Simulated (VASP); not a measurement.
# AlPt (Pm-3m) in VASP: further runs

The runs below take AlPt through single point, with LDA.

Program: VASP 6.6.1. These are calculated values, not measurements. Logs are shortened: lines on timing, memory, paths and dates and some standing lists are left out, and cuts for length are marked.

### Step 1. The cell of the first run

It takes space group Pm-3m (No. 221, cubic). The conventional cell has a = 3.092 Å, b = 3.092 Å, c = 3.092 Å, α = 90.00°, β = 90.00°, γ = 90.00°. Al (site symmetry m-3m) has 8 Pt at 2.68 Å and 6 Al at 3.09 Å within 3.5 Å. Pt (site symmetry m-3m) has 8 Al at 2.68 Å and 6 Pt at 3.09 Å within 3.5 Å.

### Step 2. Single point, LDA

Input file INCAR:

```
PREC = Accurate
ENCUT = 520
EDIFF = 1E-6
ISMEAR = 1
SIGMA = 0.2
LREAL = F
LASPH = T
NELM = 60
ALGO = Normal
ISIF = 2
LWAVE = F
LCHARG = F
GGA = CA
NBANDS = 14
```

Input file KPOINTS:

```
Automatic mesh
0
Gamma
  7 7 7
```

Input file POSCAR:

```
AlPt
1.0
    3.0915460000      0.0000000000      0.0000000000
    0.0000000000      3.0915460000      0.0000000000
    0.0000000000      0.0000000000      3.0915460000
Al Pt
1 1
Direct
    0.0000000000      0.0000000000      0.0000000000
    0.5000000000      0.5000000000      0.5000000000
```

Potentials or basis: VASP PAW LDA potentials, release 64 (Al, Pt).

Started as:

```console
> cat potpaw_LDA.64/Al/POTCAR potpaw_LDA.64/Pt/POTCAR > POTCAR
> mpirun -np 1 vasp_std > vasp.out
```

OUTCAR:

```text
PREC = Accurate
   ENCUT = 520
   EDIFF = 1E-6
   ISMEAR = 1
   LREAL = F
   LASPH = T
   NELM = 60
   ISIF = 2
   GGA = CA

 ion  position               nearest neighbor table
   1  0.000  0.000  0.000-   2 2.68   2 2.68   2 2.68   2 2.68   2 2.68   2 2.68   2 2.68   2 2.68

   2  0.500  0.500  0.500-   1 2.68   1 2.68   1 2.68   1 2.68   1 2.68   1 2.68   1 2.68   1 2.68

  LATTYP: Found a simple cubic cell.
 ALAT       =     3.0915460000

  Lattice vectors:

 A1 = (   3.0915460000,   0.0000000000,   0.0000000000)
 A2 = (   0.0000000000,   3.0915460000,   0.0000000000)
 A3 = (   0.0000000000,   0.0000000000,   3.0915460000)

Analysis of symmetry for initial positions (statically):
=====================================================================
 Subroutine PRICEL returns:
 Original cell was already a primitive cell.

 Routine SETGRP: Setting up the symmetry group for a
 simple cubic supercell.

 Subroutine GETGRP returns: Found 48 space group operations
 (whereof 48 operations were pure point group operations)
 out of a pool of 48 trial point group operations.

The static configuration has the point symmetry O_h .

Analysis of symmetry for dynamics (positions and initial velocities):
=====================================================================
 Subroutine PRICEL returns:
 Original cell was already a primitive cell.

 Routine SETGRP: Setting up the symmetry group for a
 simple cubic supercell.

 Subroutine GETGRP returns: Found 48 space group operations
 (whereof 48 operations were pure point group operations)
 out of a pool of 48 trial point group operations.

The dynamic configuration has the point symmetry O_h .

 Subroutine INISYM returns: Found 48 space group operations
 (whereof 48 operations are pure point group operations),
 and found     1 'primitive' translations

----------------------------------------------------------------------------------------

                                     Primitive cell

  volume of cell :      29.5479

  direct lattice vectors                    reciprocal lattice vectors
     3.091546000  0.000000000  0.000000000     0.323462759  0.000000000  0.000000000
     0.000000000  3.091546000  0.000000000     0.000000000  0.323462759  0.000000000
     0.000000000  0.000000000  3.091546000     0.000000000  0.000000000  0.323462759

  length of vectors
     3.091546000  3.091546000  3.091546000     0.323462759  0.323462759  0.323462759

  position of ions in fractional coordinates (direct lattice)
     0.000000000  0.000000000  0.000000000
     0.500000000  0.500000000  0.500000000

  ion indices of the primitive-cell ions
   primitive index   ion index
                 1           1
                 2           2

----------------------------------------------------------------------------------------

 KPOINTS: Automatic mesh

Automatic generation of k-mesh.
 Grid dimensions read from file:
 generate k-points for:    7    7    7

 Generating k-lattice:

  Cartesian coordinates                     Fractional coordinates (reciprocal lattice)
     0.046208966  0.000000000  0.000000000     0.142857143  0.000000000  0.000000000
     0.000000000  0.046208966  0.000000000     0.000000000  0.142857143  0.000000000
     0.000000000  0.000000000  0.046208966     0.000000000  0.000000000  0.142857143

  Length of vectors
     0.046208966  0.046208966  0.046208966

  Shift w.r.t. Gamma in fractional coordinates (k-lattice)
     0.000000000  0.000000000  0.000000000

 Subroutine IBZKPT returns following result:
 ===========================================

 Found     20 irreducible k-points:

 Following reciprocal coordinates:
            Coordinates               Weight
  0.000000  0.000000  0.000000      1.000000
  0.142857  0.000000  0.000000      6.000000
  0.285714  0.000000  0.000000      6.000000
  0.428571  0.000000  0.000000      6.000000
  0.142857  0.142857  0.000000     12.000000
  0.285714  0.142857  0.000000     24.000000
[... 12 lines left out ...]
  0.428571  0.428571  0.285714     24.000000
  0.428571  0.428571  0.428571      8.000000
   k-points           NKPTS =     20   k-points in BZ     NKDIM =     20   number of bands    NBANDS=     14
   number of dos      NEDOS =    301   number of ions     NIONS =      2
   total plane-waves  NPLWV =  13824
   dimension x,y,z NGX =    24 NGY =   24 NGZ =   24
   dimension x,y,z NGXF=    48 NGYF=   48 NGZF=   48
   ions per type =               1   1
   NGX,Y,Z   is equivalent  to a cutoff of  12.91, 12.91, 12.91 a.u.
   NGXF,Y,Z  is equivalent  to a cutoff of  25.81, 25.81, 25.81 a.u.
 SYSTEM =  unknown system
   PREC   = accura    normal or accurate (medium, high low for compatibility)
   ISTART =      0    job   : 0-new  1-cont  2-samecut
   ICHARG =      2    charge: 1-file 2-atom 10-const
   ISPIN  =      1    spin polarized calculation?
   LNONCOLLINEAR =      F non collinear calculations
   LSORBIT =      F    spin-orbit coupling
   LASPH  =      T    aspherical Exc in radial PAW
   ENCUT  =  520.0 eV  38.22 Ry    6.18 a.u.   5.75  5.75  5.75*2*pi/ulx,y,z
   NELM   =     60;   NELMIN=  2; NELMDL= -5     # of ELM steps
   EDIFF  = 0.1E-05   stopping-criterion for ELM
   LREAL  =      F    real-space projection
   EDIFFG = 0.1E-04   stopping-criterion for IOM
   NSW    =      0    number of steps for IOM
   IBRION =     -1    ionic relax: 0-MD 1-quasi-New 2-CG
   NFREE  =      0    steps in history (QN), initial steepest desc. (CG)
   ISIF   =      2    stress and relaxation
   ISYM   =      2    0-nonsym 1-usesym 2-fastsym
   POTIM  = 0.5000    time-step for ionic-motion
   TEBEG  =    0.0;   TEEND  =   0.0 temperature during run
   PSTRESS=    0.0 pullay stress
   NELECT =      13.0000    total number of electrons
   NUPDOWN=      -1.0000    fix difference up-down
   EMIN   =  10.00;   EMAX   =-10.00  energy-range for DOS
   EFERMI =   0.00;   METHOD = LEGACY
   ISMEAR =     1;   SIGMA  =   0.20  broadening in eV -4-tet -1-fermi 0-gaus
   EFERMI_NEDOS =   21; number of points for ismear=-14 and -15
   IALGO  =     38    algorithm
   IMIX   =      4    mixing-type and parameters
     AMIX     =   0.40;   BMIX     =  1.00
     AMIX_MAG =   1.60;   BMIX_MAG =  1.00
  volume/ion in A,a.u.               =      14.77        99.70
  Fermi-wavevector in a.u.,A,eV,Ry     =   1.245127  2.352948 21.093665  1.550341
  Thomas-Fermi vector in A             =   2.379363
   LORBIT       =      0    0 simple, 1 ext, 2 COOP (PROOUT), +10 PAW based schemes
   GGA     = CA    functional components
   LHFCALC =     F    Hartree Fock is set to
   AEXX    =    0.0000 exact exchange contribution
   IVDW    =     0    specifies the selected vdW correction
   LEPSILON=     F    determine dielectric tensor
   LRPA    =     F    only Hartree local field effects (RPA)
 non-spin polarized calculation
 Methfessel and Paxton  Order N= 1 SIGMA  =   0.20
  energy-cutoff  :      520.00
  volume of cell :       29.55
 maximum number of plane-waves:       812
 NGX is ok and might be reduce to    24
   NGX = 11   NGY = 11   NGZ = 11

 number of electron      12.9999997 magnetization

 Free energy of the ion-electron system (eV)
  ---------------------------------------------------
  ext. energy  EPLUGINS =         0.00000000
  ---------------------------------------------------
  free energy    TOTEN  =       -13.57761369 eV

  energy without entropy =      -13.57746230  energy(sigma->0) =      -13.57756322

 E-fermi :  10.7546     XC(G=0): -12.2812

 val. band max:       10.4884946024   @ k =   0.2857   0.0000   0.0000
 cond. band min:      10.8672625605   @ k =   0.4286   0.2857   0.2857
 fundamental gap:      0.3787679581
 Fermi energy:        10.7546411394

 k-point     1 :       0.0000    0.0000    0.0000
  band No.  band energies     occupation
      1      -0.9502      2.00000
      2       4.9937      2.00000
      3       4.9937      2.00000
      4       7.9354      2.00000
      5       7.9354      2.00000
      6       7.9354      2.00000
      7      14.3936     -0.00000
      8      14.3936     -0.00000
      9      14.3936     -0.00000
     10      19.6800      0.00000
     11      19.6800      0.00000
     12      20.0096      0.00000
     13      28.3406      0.00000
     14      28.3406      0.00000

 k-point     2 :       0.1429    0.0000    0.0000
  band No.  band energies     occupation
      1      -0.5805      2.00000
      2       5.0936      2.00000
      3       5.1102      2.00000
      4       7.6025      2.00000
      5       7.6025      2.00000
      6       7.9714      2.00000
      7      12.6489     -0.00000
      8      15.0402      0.00000
      9      15.0402      0.00000
     10      19.0294      0.00000
     11      19.9683      0.00000
     12      22.2150      0.00000
     13      26.5885      0.00000
     14      26.5885      0.00000

 k-point     3 :       0.2857    0.0000    0.0000
  band No.  band energies     occupation
      1       0.4700      2.00000
      2       5.0669      2.00000
      3       5.3323      2.00000
      4       6.9850      2.00000
      5       6.9850      2.00000
      6       8.0535      2.00000
      7      10.4885      2.06793
      8      16.5977      0.00000
      9      16.5977      0.00000
     10      17.7775      0.00000
     11      20.3635      0.00000
     12      23.8123      0.00000
     13      23.8123      0.00000
     14      25.3332      0.00000
[... 256 lines left out ...]
 k-point    19 :       0.4286    0.4286    0.2857
  band No.  band energies     occupation
      1       3.6212      2.00000
      2       4.7395      2.00000
      3       4.8418      2.00000
      4       7.0670      2.00000
      5       8.6288      2.00000
      6       9.2522      2.00000
      7      11.2658     -0.00180
      8      12.3837     -0.00000
      9      13.3186     -0.00000
     10      16.6049      0.00000
     11      17.9977      0.00000
     12      18.8854      0.00000
     13      21.3617      0.00000
     14      28.6160      0.00000

 k-point    20 :       0.4286    0.4286    0.4286
  band No.  band energies     occupation
      1       4.0206      2.00000
      2       4.3261      2.00000
      3       4.3261      2.00000
      4       8.7624      2.00000
      5       8.7624      2.00000
      6      10.3967      2.02966
      7      11.5821     -0.00000
      8      12.7215     -0.00000
      9      12.7215     -0.00000
     10      15.9357      0.00000
     11      16.9297      0.00000
     12      16.9297      0.00000
     13      18.4544      0.00000
     14      32.0801      0.00000

------------------------ aborting loop because EDIFF is reached ----------------------------------------

  FORCE on cell =-STRESS in cart. coord.  units (eV):
  Direction    XX          YY          ZZ          XY          YZ          ZX
  --------------------------------------------------------------------------------------
  -------------------------------------------------------------------------------------
  Total       -1.7532327     -1.7532327     -1.7532327      0.0000000     -0.0000000     -0.0000000
  in kB      -95.0655173    -95.0655173    -95.0655173      0.0000000     -0.0000000     -0.0000000
  external PRESSURE =     -95.0655173 kB  Pullay stress =       0.0000000 kB

 VOLUME and BASIS-vectors are now :
 -----------------------------------------------------------------------------
  energy-cutoff  :      520.00
  volume of cell :       29.55
      direct lattice vectors                 reciprocal lattice vectors
     3.091546000  0.000000000  0.000000000     0.323462759  0.000000000  0.000000000
     0.000000000  3.091546000  0.000000000     0.000000000  0.323462759  0.000000000
     0.000000000  0.000000000  3.091546000     0.000000000  0.000000000  0.323462759

 POSITION                                       TOTAL-FORCE (eV/Angst)
 -----------------------------------------------------------------------------------
      0.00000      0.00000      0.00000         0.000000      0.000000      0.000000
      1.54577      1.54577      1.54577         0.000000      0.000000      0.000000
 -----------------------------------------------------------------------------------
    total drift:                                0.000000     -0.000000     -0.000000

  FREE ENERGIE OF THE ION-ELECTRON SYSTEM (eV)
  ---------------------------------------------------
  free  energy   TOTEN  =       -13.5776136864 eV

  energy  without entropy=      -13.5774622998  energy(sigma->0) =      -13.57756322
```

Wall time 2.5 s (1 thread of Intel Xeon 6975P-C, shared host); peak memory 0.13 GiB.

Results:

```yaml
Free_energy: -13.5776 eV
Pressure: -9.5 GPa
```

Levels at points of the mesh, in eV from the Fermi level:
```
           k point  band 3  band 4  band 5  band 6  band 7  band 8  band 9  band 10
(0.00, 0.00, 0.00)   -5.76   -2.82   -2.82   -2.82    3.64    3.64    3.64     8.93
```

Caveat: spin-orbit coupling is left out, which moves the levels of the heavy elements.

### Step 3. Single point, LDA

This run uses another cell than the first one, of 14.48 Å³/atom, 0.980 times its volume.

Input file INCAR:

```
SYSTEM = AlPt
ALGO = Normal
EDIFF = 1E-6
ENCUT = 520
GGA = CA
ISIF = 2
ISMEAR = 1
LASPH = .True.
LCHARG = .False.
LREAL = .False.
LWAVE = .False.
NBANDS = 14
NELM = 100
PREC = Accurate
SIGMA = 0.2
```

Input file KPOINTS:

```
k-points
0
Gamma
  7 7 7
  0 0 0
```

Input file POSCAR:

```
AlPt
1.0
    3.0711676504      0.0000000000      0.0000000000
    0.0000000000      3.0711676504      0.0000000000
    0.0000000000      0.0000000000      3.0711676504
Al Pt
1 1
Direct
    0.0000000000      0.0000000000      0.0000000000
    0.5000000000      0.5000000000      0.5000000000
```

Potentials or basis: VASP PAW LDA potentials, release 64 (Al, Pt).

Started as:

```console
> cat potpaw_LDA.64/Al/POTCAR potpaw_LDA.64/Pt/POTCAR > POTCAR
> mpirun -np 1 vasp_std > vasp.out
```

OUTCAR:

```text
SYSTEM = AlPt
   EDIFF = 1E-6
   ENCUT = 520
   GGA = CA
   ISIF = 2
   ISMEAR = 1
   LASPH = .True.
   LREAL = .False.
   NELM = 100
   PREC = Accurate

 ion  position               nearest neighbor table
   1  0.000  0.000  0.000-   2 2.66   2 2.66   2 2.66   2 2.66   2 2.66   2 2.66   2 2.66   2 2.66

   2  0.500  0.500  0.500-   1 2.66   1 2.66   1 2.66   1 2.66   1 2.66   1 2.66   1 2.66   1 2.66

  LATTYP: Found a simple cubic cell.
 ALAT       =     3.0711676504

  Lattice vectors:

 A1 = (   3.0711676504,   0.0000000000,   0.0000000000)
 A2 = (   0.0000000000,   3.0711676504,   0.0000000000)
 A3 = (   0.0000000000,   0.0000000000,   3.0711676504)

Analysis of symmetry for initial positions (statically):
=====================================================================
 Subroutine PRICEL returns:
 Original cell was already a primitive cell.

 Routine SETGRP: Setting up the symmetry group for a
 simple cubic supercell.

 Subroutine GETGRP returns: Found 48 space group operations
 (whereof 48 operations were pure point group operations)
[... 172 lines left out ...]
      4       8.1938      2.00000
      5       8.1938      2.00000
      6       8.1938      2.00000
      7      14.7369     -0.00000
      8      14.7369     -0.00000
      9      14.7369     -0.00000
     10      20.0590      0.00000
     11      20.0590      0.00000
     12      20.6009      0.00000
     13      28.7181      0.00000
     14      28.7181      0.00000
[... 309 lines left out ...]
      1       4.1776      2.00000
      2       4.4824      2.00000
      3       4.4824      2.00000
      4       9.0405      2.00000
      5       9.0405      2.00000
      6      10.6817      2.01484
      7      11.9708     -0.00000
      8      13.0307     -0.00000
      9      13.0307     -0.00000
     10      16.3842      0.00000
     11      17.3617      0.00000
     12      17.3617      0.00000
     13      18.9037      0.00000
     14      32.5944      0.00000

------------------------ aborting loop because EDIFF is reached ----------------------------------------

  FORCE on cell =-STRESS in cart. coord.  units (eV):
  Direction    XX          YY          ZZ          XY          YZ          ZX
  --------------------------------------------------------------------------------------
  -------------------------------------------------------------------------------------
  Total       -1.0844434     -1.0844434     -1.0844434      0.0000000      0.0000000     -0.0000000
  in kB      -59.9800595    -59.9800595    -59.9800595      0.0000000      0.0000000     -0.0000000
  external PRESSURE =     -59.9800595 kB  Pullay stress =       0.0000000 kB

 VOLUME and BASIS-vectors are now :
 -----------------------------------------------------------------------------
  energy-cutoff  :      520.00
  volume of cell :       28.97
      direct lattice vectors                 reciprocal lattice vectors
     3.071167650  0.000000000  0.000000000     0.325609056  0.000000000  0.000000000
     0.000000000  3.071167650  0.000000000     0.000000000  0.325609056  0.000000000
     0.000000000  0.000000000  3.071167650     0.000000000  0.000000000  0.325609056

 POSITION                                       TOTAL-FORCE (eV/Angst)
 -----------------------------------------------------------------------------------
      0.00000      0.00000      0.00000         0.000000      0.000000      0.000000
      1.53558      1.53558      1.53558         0.000000      0.000000      0.000000
 -----------------------------------------------------------------------------------
    total drift:                                0.000000     -0.000000     -0.000000

  FREE ENERGIE OF THE ION-ELECTRON SYSTEM (eV)
  ---------------------------------------------------
  free  energy   TOTEN  =       -13.6055990185 eV

  energy  without entropy=      -13.6053062175  energy(sigma->0) =      -13.60550142
```

Wall time 2.3 s (1 thread of Intel Xeon 6975P-C, shared host); peak memory 0.13 GiB.

Results:

```
Free energy : -13.6056 eV
Pressure    : -6.0 GPa
```

Levels at points of the mesh, in eV from the Fermi level:
| k point | band 3 | band 4 | band 5 | band 6 | band 7 | band 8 | band 9 | band 10 |
| --- | --- | --- | --- | --- | --- | --- | --- | --- |
| (0.00, 0.00, 0.00) | -5.94 | -2.89 | -2.89 | -2.89 | 3.65 | 3.65 | 3.65 | 8.97 |

Caveat: spin-orbit coupling is left out, which moves the levels of the heavy elements.
